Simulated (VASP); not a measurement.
# V3Mo (Fm-3m) in VASP: notebook

Runs on V3Mo. Level: LDA. Tasks: single point.

All numbers are computed with VASP 6.6.1; they aren't measurements. Logs are shortened: lines on timing, memory, paths and dates and some standing lists are left out, and cuts for length are marked.

## (1) The cell of the first run

The structure is cubic, space group Fm-3m (No. 225). The conventional cell has a = 6.048 Å, b = 6.048 Å, c = 6.048 Å, α = 90.00°, β = 90.00°, γ = 90.00°. V (site symmetry -43m) has 10 V at 2.62 to 3.02 Å and 4 Mo at 2.62 Å within 3.5 Å. V (site symmetry m-3m) has 8 V at 2.62 Å and 6 Mo at 3.02 Å within 3.5 Å. Mo (site symmetry m-3m) has 14 V at 2.62 to 3.02 Å within 3.5 Å.

## (2) Single point, LDA, collinear spin, ferromagnetic start

INCAR reads:

```
ALGO     = Normal         # electronic algorithm
EDIFF    = 1E-6           # SCF threshold, eV
ENCUT    = 500            # plane-wave cutoff, eV
GGA      = CA             # functional
GGA_COMPAT= F            
ISIF     = 2              # what is computed and relaxed
ISMEAR   = -1             # smearing method
ISPIN    = 2              # spin polarisation
LASPH    = T              # aspherical terms in the spheres
LCHARG   = T              # write CHGCAR
LELF     = T              # ELF
LMAXMIX  = 4              # l up to which the mixer works
LORBIT   = 11             # projections on sites
LREAL    = F              # projectors in reciprocal space
LVHAR    = T            
LWAVE    = F              # write WAVECAR
MAGMOM   = 0.94 0.94 1.34 0.22 # initial moments
NBANDS   = 38             # bands
NELM     = 200            # most SCF steps
NUPDOWN  = 4.0            # fixed moment
PREC     = Accurate       # precision mode
SIGMA    = 0.05           # smearing width, eV
```

KPOINTS reads:

```
k-points
0
Gamma
  7 7 7
```

POSCAR reads:

```
V3Mo
1.0
    0.0000000000      3.0240870900      3.0240870900
    3.0240870900      0.0000000000      3.0240870900
    3.0240870900      3.0240870900      0.0000000000
V Mo
3 1
Direct
    0.2500000000      0.2500000000      0.2500000000
    0.7500000000      0.7500000000      0.7500000000
    0.5000000000      0.5000000000      0.5000000000
    0.0000000000      0.0000000000      0.0000000000
```

Potentials or basis: VASP PAW LDA potentials, release 64 (V_sv, Mo_sv).

On the command line:

```sh
cat potpaw_LDA.64/V_sv/POTCAR potpaw_LDA.64/Mo_sv/POTCAR > POTCAR
mpirun -np 1 vasp_std > vasp.out
```

OUTCAR:

```text
EDIFF = 1E-6
   ENCUT = 500
   GGA = CA
   ISIF = 2
   ISMEAR = -1
   ISPIN = 2
   LASPH = T
   LORBIT = 11
   LREAL = F
   NELM = 200
   NUPDOWN = 4.0
   PREC = Accurate

 ion  position               nearest neighbor table
   1  0.250  0.250  0.250-   4 2.62   4 2.62   4 2.62   3 2.62   4 2.62   3 2.62   3 2.62   3 2.62

   2  0.750  0.750  0.750-   3 2.62   3 2.62   3 2.62   3 2.62   4 2.62   4 2.62   4 2.62   4 2.62

   3  0.500  0.500  0.500-   1 2.62   1 2.62   1 2.62   1 2.62   2 2.62   2 2.62   2 2.62   2 2.62
                             4 3.02   4 3.02   4 3.02   4 3.02   4 3.02   4 3.02
   4  0.000  0.000  0.000-   2 2.62   2 2.62   2 2.62   1 2.62   2 2.62   1 2.62   1 2.62   1 2.62
                             3 3.02   3 3.02   3 3.02   3 3.02   3 3.02   3 3.02

  LATTYP: Found a face centered cubic cell.
 ALAT       =     6.0481741800

  Lattice vectors:

 A1 = (   0.0000000000,   3.0240870900,   3.0240870900)
 A2 = (   3.0240870900,   0.0000000000,   3.0240870900)
 A3 = (   3.0240870900,   3.0240870900,   0.0000000000)

Analysis of symmetry for initial positions (statically):
=====================================================================
 Subroutine PRICEL returns:
 Original cell was already a primitive cell.

 Routine SETGRP: Setting up the symmetry group for a
 face centered cubic supercell.

 Subroutine GETGRP returns: Found 48 space group operations
 (whereof 48 operations were pure point group operations)
 out of a pool of 48 trial point group operations.

The static configuration has the point symmetry O_h .

Analysis of symmetry for dynamics (positions and initial velocities):
=====================================================================
 Subroutine PRICEL returns:
 Original cell was already a primitive cell.

 Routine SETGRP: Setting up the symmetry group for a
 face centered cubic supercell.

 Subroutine GETGRP returns: Found 48 space group operations
 (whereof 48 operations were pure point group operations)
 out of a pool of 48 trial point group operations.

The dynamic configuration has the point symmetry O_h .

Analysis of structural, dynamic, and magnetic symmetry:
=====================================================================
 Subroutine PRICEL returns:
 Original cell was already a primitive cell.

 Routine SETGRP: Setting up the symmetry group for a
 face centered cubic supercell.

 Subroutine GETGRP returns: Found 48 space group operations
 (whereof 48 operations were pure point group operations)
 out of a pool of 48 trial point group operations.

The overall configuration has the point symmetry O_h .

 Subroutine INISYM returns: Found 48 space group operations
 (whereof 48 operations are pure point group operations),
 and found     1 'primitive' translations

----------------------------------------------------------------------------------------

                                     Primitive cell

  volume of cell :      55.3112

  direct lattice vectors                    reciprocal lattice vectors
     0.000000000  3.024087090  3.024087090    -0.165339154  0.165339154  0.165339154
     3.024087090  0.000000000  3.024087090     0.165339154 -0.165339154  0.165339154
     3.024087090  3.024087090  0.000000000     0.165339154  0.165339154 -0.165339154

  length of vectors
     4.276704976  4.276704976  4.276704976     0.286375815  0.286375815  0.286375815

  position of ions in fractional coordinates (direct lattice)
     0.250000000  0.250000000  0.250000000
     0.750000000  0.750000000  0.750000000
     0.500000000  0.500000000  0.500000000
     0.000000000  0.000000000  0.000000000

  ion indices of the primitive-cell ions
   primitive index   ion index
                 1           1
                 2           2
                 3           3
                 4           4

----------------------------------------------------------------------------------------

 KPOINTS: k-points

Automatic generation of k-mesh.
 Grid dimensions read from file:
 generate k-points for:    7    7    7

 Generating k-lattice:

  Cartesian coordinates                     Fractional coordinates (reciprocal lattice)
    -0.023619879  0.023619879  0.023619879     0.142857143  0.000000000  0.000000000
     0.023619879 -0.023619879  0.023619879     0.000000000  0.142857143  0.000000000
     0.023619879  0.023619879 -0.023619879     0.000000000  0.000000000  0.142857143

  Length of vectors
     0.040910831  0.040910831  0.040910831

  Shift w.r.t. Gamma in fractional coordinates (k-lattice)
     0.000000000  0.000000000  0.000000000

 Subroutine IBZKPT returns following result:
 ===========================================

 Found     20 irreducible k-points:

 Following reciprocal coordinates:
            Coordinates               Weight
  0.000000  0.000000  0.000000      1.000000
  0.142857  0.000000  0.000000      8.000000
  0.285714  0.000000  0.000000      8.000000
  0.428571  0.000000  0.000000      8.000000
  0.142857  0.142857  0.000000      6.000000
  0.285714  0.142857  0.000000     24.000000
[... 12 lines left out ...]
 -0.428571  0.428571  0.142857     24.000000
 -0.285714  0.428571  0.142857     24.000000
   k-points           NKPTS =     20   k-points in BZ     NKDIM =     20   number of bands    NBANDS=     38
   number of dos      NEDOS =    301   number of ions     NIONS =      4
   total plane-waves  NPLWV =  32768
   dimension x,y,z NGX =    32 NGY =   32 NGZ =   32
   dimension x,y,z NGXF=    64 NGYF=   64 NGZF=   64
   ions per type =               3   1
   NGX,Y,Z   is equivalent  to a cutoff of  12.44, 12.44, 12.44 a.u.
   NGXF,Y,Z  is equivalent  to a cutoff of  24.88, 24.88, 24.88 a.u.
 SYSTEM =  unknown system
   PREC   = accura    normal or accurate (medium, high low for compatibility)
   ISTART =      0    job   : 0-new  1-cont  2-samecut
   ICHARG =      2    charge: 1-file 2-atom 10-const
   ISPIN  =      2    spin polarized calculation?
   LNONCOLLINEAR =      F non collinear calculations
   LSORBIT =      F    spin-orbit coupling
   LASPH  =      T    aspherical Exc in radial PAW
   ENCUT  =  500.0 eV  36.75 Ry    6.06 a.u.   7.80  7.80  7.80*2*pi/ulx,y,z
   NELM   =    200;   NELMIN=  2; NELMDL= -5     # of ELM steps
   EDIFF  = 0.1E-05   stopping-criterion for ELM
   LREAL  =      F    real-space projection
   EDIFFG = 0.1E-04   stopping-criterion for IOM
   NSW    =      0    number of steps for IOM
   IBRION =     -1    ionic relax: 0-MD 1-quasi-New 2-CG
   NFREE  =      0    steps in history (QN), initial steepest desc. (CG)
   ISIF   =      2    stress and relaxation
   ISYM   =      2    0-nonsym 1-usesym 2-fastsym
   POTIM  = 0.5000    time-step for ionic-motion
   TEBEG  =    0.0;   TEEND  =   0.0 temperature during run
   PSTRESS=    0.0 pullay stress
   NELECT =      53.0000    total number of electrons
   NUPDOWN=       4.0000    fix difference up-down
   EMIN   =  10.00;   EMAX   =-10.00  energy-range for DOS
   EFERMI =   0.00;   METHOD = LEGACY
   ISMEAR =    -1;   SIGMA  =   0.05  broadening in eV -4-tet -1-fermi 0-gaus
   EFERMI_NEDOS =   21; number of points for ismear=-14 and -15
   IALGO  =     38    algorithm
   IMIX   =      4    mixing-type and parameters
     AMIX     =   0.40;   BMIX     =  1.00
     AMIX_MAG =   1.60;   BMIX_MAG =  1.00
  volume/ion in A,a.u.               =      13.83        93.31
  Fermi-wavevector in a.u.,A,eV,Ry     =   1.613971  3.049964 35.441865  2.604904
  Thomas-Fermi vector in A             =   2.708955
   LORBIT       =     11    0 simple, 1 ext, 2 COOP (PROOUT), +10 PAW based schemes
   GGA     = CA    functional components
   LHFCALC =     F    Hartree Fock is set to
   AEXX    =    0.0000 exact exchange contribution
   IVDW    =     0    specifies the selected vdW correction
   LEPSILON=     F    determine dielectric tensor
   LRPA    =     F    only Hartree local field effects (RPA)
 spin polarized calculation
  energy-cutoff  :      500.00
  volume of cell :       55.31
 maximum number of plane-waves:      1418
   NGX = 15   NGY = 15   NGZ = 15

 number of electron      53.0000021 magnetization       3.9999640

 Free energy of the ion-electron system (eV)
  ---------------------------------------------------
  ext. energy  EPLUGINS =         0.00000000
  ---------------------------------------------------
  free energy    TOTEN  =       -41.01027497 eV

  energy without entropy =      -40.95680245  energy(sigma->0) =      -40.98353871

 E-fermi :  10.2170     XC(G=0): -13.3824

 val. band max:       11.4660881068   @ k =   0.4286   0.2857   0.1429
 cond. band min:      10.2243882412   @ k =  -0.2857   0.4286   0.1429
 fundamental gap:     -1.2416998656
 Fermi energy:        11.4682723952

 spin component 1

 k-point     1 :       0.0000    0.0000    0.0000
  band No.  band energies     occupation
      1     -53.0180      1.00000
      2     -52.7605      1.00000
      3     -52.7486      1.00000
      4     -49.3868      1.00000
      5     -27.3687      1.00000
      6     -27.3687      1.00000
[... 30 lines left out ...]
     37      13.9177      0.00000
     38      19.6023      0.00000
[... 777 lines left out ...]
     37      14.0191      0.00000
     38      14.1422      0.00000
 Fermi energy:        10.2169706232

 spin component 2

 k-point     1 :       0.0000    0.0000    0.0000
  band No.  band energies     occupation
      1     -52.1140      1.00000
      2     -52.0011      1.00000
      3     -51.8240      1.00000
      4     -49.2444      1.00000
      5     -26.4514      1.00000
      6     -26.4514      1.00000
[... 30 lines left out ...]
     37      14.7188      0.00000
     38      20.2868      0.00000
[... 777 lines left out ...]
     37      14.6576      0.00000
     38      14.8413      0.00000

------------------------ aborting loop because EDIFF is reached ----------------------------------------

  FORCE on cell =-STRESS in cart. coord.  units (eV):
  Direction    XX          YY          ZZ          XY          YZ          ZX
  --------------------------------------------------------------------------------------
  -------------------------------------------------------------------------------------
  Total       -1.2381052     -1.2381052     -1.2381052      0.0000000     -0.0000000     -0.0000000
  in kB      -35.8637122    -35.8637122    -35.8637122      0.0000000     -0.0000000     -0.0000000
  external PRESSURE =     -35.8637122 kB  Pullay stress =       0.0000000 kB

 VOLUME and BASIS-vectors are now :
 -----------------------------------------------------------------------------
  energy-cutoff  :      500.00
  volume of cell :       55.31
      direct lattice vectors                 reciprocal lattice vectors
     0.000000000  3.024087090  3.024087090    -0.165339154  0.165339154  0.165339154
     3.024087090  0.000000000  3.024087090     0.165339154 -0.165339154  0.165339154
     3.024087090  3.024087090  0.000000000     0.165339154  0.165339154 -0.165339154

 POSITION                                       TOTAL-FORCE (eV/Angst)
 -----------------------------------------------------------------------------------
      1.51204      1.51204      1.51204        -0.000000     -0.000000     -0.000000
      4.53613      4.53613      4.53613         0.000000     -0.000000      0.000000
      3.02409      3.02409      3.02409         0.000000      0.000000      0.000000
      0.00000      0.00000      0.00000         0.000000      0.000000      0.000000
 -----------------------------------------------------------------------------------
    total drift:                                0.000000     -0.000000      0.000000

  FREE ENERGIE OF THE ION-ELECTRON SYSTEM (eV)
  ---------------------------------------------------
  free  energy   TOTEN  =       -41.0102749727 eV

  energy  without entropy=      -40.9568024533  energy(sigma->0) =      -40.98353871

 total charge

# of ion       s       p       d       tot
------------------------------------------
    1        2.344   6.235   3.126  11.706
    2        2.344   6.235   3.126  11.706
    3        2.332   6.228   3.088  11.648
    4        2.411   6.175   4.077  12.663
--------------------------------------------------
tot          9.432  24.873  13.418  47.722

 magnetization (x)

# of ion       s       p       d       tot
------------------------------------------
    1        0.013   0.064   0.820   0.896
    2        0.013   0.064   0.820   0.896
    3        0.020   0.076   1.164   1.260
    4       -0.000   0.062   0.187   0.249
--------------------------------------------------
tot          0.045   0.266   2.991   3.302
```

Run time: 48 s. Hardware: 1 thread of Intel Xeon Platinum 8488C (Sapphire Rapids), shared host; peak memory 0.19 GiB.

Results:

```yaml
Free_energy: -41.0103 eV
Pressure: -3.6 GPa
Net_moment: 4.00 μB per cell
Site_moments: V +0.90, +1.26 (each value once); Mo +0.25 μB
Valence_electrons_inside_the_program's_atomic_spheres: V 11.71, 11.65 (each value once); Mo 12.66
```

Caveat: the cell stands under tension; the total moment is fixed, so each spin has its own Fermi level.

## (3) Single point, LDA, collinear spin, ferromagnetic start

INCAR reads:

```
PREC     = Accurate       # precision mode
ENCUT    = 500            # plane-wave cutoff, eV
EDIFF    = 1E-6           # SCF threshold, eV
ISMEAR   = -1             # smearing method
SIGMA    = 0.05           # smearing width, eV
LREAL    = F              # projectors in reciprocal space
LASPH    = T              # aspherical terms in the spheres
NELM     = 200            # most SCF steps
ALGO     = Normal         # electronic algorithm
ISIF     = 2              # what is computed and relaxed
LWAVE    = F              # write WAVECAR
LCHARG   = F              # write CHGCAR
ISPIN    = 2              # spin polarisation
MAGMOM   = 1.33 1.33 1.77 0.27 # initial moments
LORBIT   = 11             # projections on sites
NUPDOWN  = 5.4            # fixed moment
LMAXMIX  = 4              # l up to which the mixer works
GGA      = CA             # functional
NBANDS   = 38             # bands
GGA_COMPAT= F
```

KPOINTS reads:

```
regular mesh
0
Gamma
  7 7 7
```

POSCAR is that of step 2.

Potentials or basis: VASP PAW LDA potentials, release 64 (V_sv, Mo_sv).

On the command line:

```sh
cat potpaw_LDA.64/V_sv/POTCAR potpaw_LDA.64/Mo_sv/POTCAR > POTCAR
mpirun -np 1 vasp_std > vasp.out
```

OUTCAR:

```text
PREC = Accurate
   ENCUT = 500
   EDIFF = 1E-6
   ISMEAR = -1
   LREAL = F
   LASPH = T
   NELM = 200
   ISIF = 2
   ISPIN = 2
   LORBIT = 11
   NUPDOWN = 5.4
   GGA = CA

 ion  position               nearest neighbor table
   1  0.250  0.250  0.250-   4 2.62   4 2.62   4 2.62   3 2.62   4 2.62   3 2.62   3 2.62   3 2.62

   2  0.750  0.750  0.750-   3 2.62   3 2.62   3 2.62   3 2.62   4 2.62   4 2.62   4 2.62   4 2.62

   3  0.500  0.500  0.500-   1 2.62   1 2.62   1 2.62   1 2.62   2 2.62   2 2.62   2 2.62   2 2.62
                             4 3.02   4 3.02   4 3.02   4 3.02   4 3.02   4 3.02
   4  0.000  0.000  0.000-   2 2.62   2 2.62   2 2.62   1 2.62   2 2.62   1 2.62   1 2.62   1 2.62
                             3 3.02   3 3.02   3 3.02   3 3.02   3 3.02   3 3.02
[... 1865 lines left out ...]
     3.024087090  3.024087090  0.000000000     0.165339154  0.165339154 -0.165339154

 POSITION                                       TOTAL-FORCE (eV/Angst)
 -----------------------------------------------------------------------------------
      1.51204      1.51204      1.51204        -0.000000     -0.000000     -0.000000
      4.53613      4.53613      4.53613         0.000000      0.000000      0.000000
      3.02409      3.02409      3.02409         0.000000     -0.000000     -0.000000
      0.00000      0.00000      0.00000         0.000000     -0.000000     -0.000000
 -----------------------------------------------------------------------------------
    total drift:                                0.000000     -0.000000      0.000000

  FREE ENERGIE OF THE ION-ELECTRON SYSTEM (eV)
  ---------------------------------------------------
  free  energy   TOTEN  =       -40.0669092855 eV

  energy  without entropy=      -40.0169379129  energy(sigma->0) =      -40.04192360

 total charge

# of ion       s       p       d       tot
------------------------------------------
    1        2.345   6.234   3.134  11.713
    2        2.345   6.234   3.134  11.713
    3        2.332   6.224   3.099  11.654
    4        2.413   6.167   4.108  12.688
--------------------------------------------------
tot          9.434  24.859  13.476  47.769

 magnetization (x)

# of ion       s       p       d       tot
------------------------------------------
    1        0.016   0.078   1.166   1.260
    2        0.016   0.078   1.166   1.260
    3        0.026   0.094   1.546   1.665
    4       -0.001   0.079   0.233   0.310
--------------------------------------------------
tot          0.057   0.329   4.110   4.496
```

OSZICAR:

```text
N       E                     dE             d eps       ncg     rms          rms(c)
DAV:   1     0.744762418814E+03    0.74476E+03   -0.28913E+04  3048   0.154E+03
DAV:   2    -0.106375585043E+02   -0.75540E+03   -0.73317E+03  3088   0.534E+02
DAV:   3    -0.436834180832E+02   -0.33046E+02   -0.31201E+02  3618   0.125E+02
DAV:   4    -0.444157586662E+02   -0.73234E+00   -0.72246E+00  3364   0.175E+01
DAV:   5    -0.444239288862E+02   -0.81702E-02   -0.81665E-02  3364   0.210E+00    0.336E+01
DAV:   6    -0.427916224576E+02    0.16323E+01   -0.30155E+01  3680   0.444E+01    0.167E+01
DAV:   7    -0.408056829561E+02    0.19859E+01   -0.12407E+01  3694   0.247E+01    0.920E+00
DAV:   8    -0.402645278223E+02    0.54116E+00   -0.30482E+00  3702   0.142E+01    0.592E+00
DAV:   9    -0.400885978771E+02    0.17593E+00   -0.91161E-01  3854   0.736E+00    0.191E+00
DAV:  10    -0.400711437690E+02    0.17454E-01   -0.83182E-02  3370   0.230E+00    0.117E+00
DAV:  11    -0.400671792203E+02    0.39645E-02   -0.87570E-03  3438   0.839E-01    0.574E-01
DAV:  12    -0.400668286372E+02    0.35058E-03   -0.22142E-03  3350   0.395E-01    0.170E-01
DAV:  13    -0.400669269430E+02   -0.98306E-04   -0.40121E-04  3552   0.142E-01    0.807E-02
DAV:  14    -0.400669088572E+02    0.18086E-04   -0.12844E-04  3490   0.104E-01    0.253E-02
DAV:  15    -0.400669092855E+02   -0.42826E-06   -0.62559E-06  3108   0.222E-02
   1 F= -.40066909E+02 E0= -.40041924E+02  d E =-.499714E-01  mag=     5.4000
```

stdout:

```text
POSCAR found type information on POSCAR V Mo
 POSCAR found :  2 types and       4 ions
 scaLAPACK will be used
 LDA part: xc-table for (Slater(with rela. corr.)+CA(PZ))
 , standard interpolation
 POSCAR, INCAR and KPOINTS ok, starting setup
 FFT: planning ... GRIDC
 FFT: planning ... GRID_SOFT
 FFT: planning ... GRID
 WAVECAR not read
 entering main loop
```

It took 44 s on 1 thread of Intel Xeon Platinum 8488C (Sapphire Rapids), shared host; peak memory 0.19 GiB.

What came out:

- Free energy: -40.0669 eV
- Pressure: 1.3 GPa
- Net moment: 5.40 μB per cell
- Site moments: V +1.26, +1.67 (each value once); Mo +0.31 μB
- Valence electrons inside the program's atomic spheres: V 11.71, 11.65 (each value once); Mo 12.69

Caveat: the total moment is fixed, so each spin has its own Fermi level.
